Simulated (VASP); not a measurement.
Input of a VASP 6.6.1 run:

INCAR

```
SYSTEM = Cs
PREC = Accurate ; ENCUT = 600
EDIFF = 1E-6 ; ISMEAR = -1
SIGMA = 0.05 ; LREAL = .FALSE.
LASPH = .TRUE. ; NELM = 80
ALGO = Normal ; ISIF = 3
LWAVE = .FALSE. ; LCHARG = .FALSE.
GGA = PS ; IBRION = 2
NSW = 80 ; EDIFFG = -0.005
```

KPOINTS

```
Automatic mesh
0
G
  6 6 6
  0 0 0
```

Contents of POSCAR:

```
Cs
1.0
    0.0000000000      3.9483357400      3.9483357400
    3.9483357400      0.0000000000      3.9483357400
    3.9483357400      3.9483357400      0.0000000000
Cs
1
Direct
    0.0000000000      0.0000000000      0.0000000000
```

Potentials or basis: VASP PAW PBE potentials, release 64 (Cs_sv).

Command:

```console
$ cat potpaw_PBE.64/Cs_sv/POTCAR > POTCAR
$ mpirun -np 1 vasp_std > vasp.out
```

Problem. Predict the relaxed volume.

Solution. 110.12 Å³/atom.

Problem. What does it give for the space group after relaxing (to 0.05 Å)?

Solution. Fm-3m (No. 225).

Step by step:
| step | energy change (eV) | largest force (eV/Å) | pressure (GPa) | volume (Å³) |
| --- | --- | --- | --- | --- |
| 1 | 0.0000 | 0.0000 | -0.19 | 123.10 |
| 2 | -0.0028 | 0.0000 | -0.16 | 120.46 |
| 3 | -0.0077 | 0.0000 | -0.04 | 112.76 |
| 4 | -0.0080 | 0.0000 | 0.01 | 110.12 |

Caveat: the PAW data sets were made with another functional, which shifts forces and pressure a little.
